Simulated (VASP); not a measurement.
Input of a VASP 6.6.1 run:

The input POSCAR:

```
CaO
1.0
    0.0000000000      2.5024624694      2.5024624694
    2.5024624694      0.0000000000      2.5024624694
    2.5024624694      2.5024624694      0.0000000000
Ca O
1 1
Direct
    0.0000000000      0.0000000000      0.0000000000
    0.2500000000      0.2500000000      0.2500000000
```

Contents of INCAR.step1:

```
ALGO = Normal
EDIFF = 1E-4
ENCUT = 520
GGA = PE
ISMEAR = 0
LASPH = True
LCHARG = False
LREAL = False
LWAVE = True
NBANDS = 15
NELM = 60
PREC = Accurate
SIGMA = 0.01
```

File INCAR.step2:

```
ALGO = Normal
EDIFF = 1E-6
ENCUT = 520
ISIF = 2
ISMEAR = 0
ISTART = 1
LASPH = True
LCHARG = False
LMIXTAU = True
LREAL = False
LWAVE = False
METAGGA = R2SCAN
NBANDS = 15
NELM = 60
PREC = Accurate
SIGMA = 0.01
```

Contents of KPOINTS:

```
k-points
0
Gamma
  8 8 8
```

Potentials or basis: VASP PAW PBE potentials, release 64 (Ca_sv, O).

Launch:

```bash
$ cat potpaw_PBE.64/Ca_sv/POTCAR potpaw_PBE.64/O/POTCAR > POTCAR
$ cp INCAR.step1 INCAR
$ mpirun -np 1 vasp_std > vasp.out
$ cp INCAR.step2 INCAR
$ mpirun -np 1 vasp_std > vasp.out
```

(1) What does it give for the band gap on the k mesh?

(2) Estimate the pressure.

Results:

(1) 4.16 eV (least direct gap 5.05 eV).

(2) 14.3 GPa.

Caveat: the cell differs from its parent crystal (strain -4.0%); the cell stands under pressure; the PAW data sets were made with another functional, which shifts forces and pressure a little.
